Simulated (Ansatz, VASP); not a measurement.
Two plane-wave programs on TiAl

```
CELL_PARAMETERS angstrom
3.17906 -0.03179 0.00000
-0.03179 3.17906 0.00000
0.00000 0.00000 3.17906
ATOMIC_POSITIONS crystal
Ti 0.00000 0.00000 0.00000
Al 0.50000 0.50000 0.50000
```

Change from the starting cell: strain -0.0200 x Voigt [0, 0, 0, 0, 0, 1], atoms carried along.

Alike in both runs: task single point; functional r2SCAN; k mesh 16 × 16 × 16; occupations gaussian, width 0.15 eV; no spin polarisation.

|  | VASP | Ansatz |
| --- | --- | --- |
| version | VASP 6.6.1 | Ansatz 0.2.0 |
| potentials or method | VASP PAW PBE potentials, release 64 (Ti_sv, Al), cutoff 520 eV | scalar-relativistic, plane waves, PAW |
| valence electrons in the cell | 15 | 15 |

|  | VASP | Ansatz | Ansatz less VASP |
| --- | --- | --- | --- |
| gap on the k mesh at the Fermi level (eV) | none | none | - |
| pressure (GPa) | -0.7 | -0.7 | -0.08 |
| traceless stress, the component that is largest in VASP (GPa) | 1.54 | 1.55 | +0.008 |

VASP's potentials were made for PBE, not for r2SCAN. A gap of «none» marks a metal or a gap that the smearing closes.
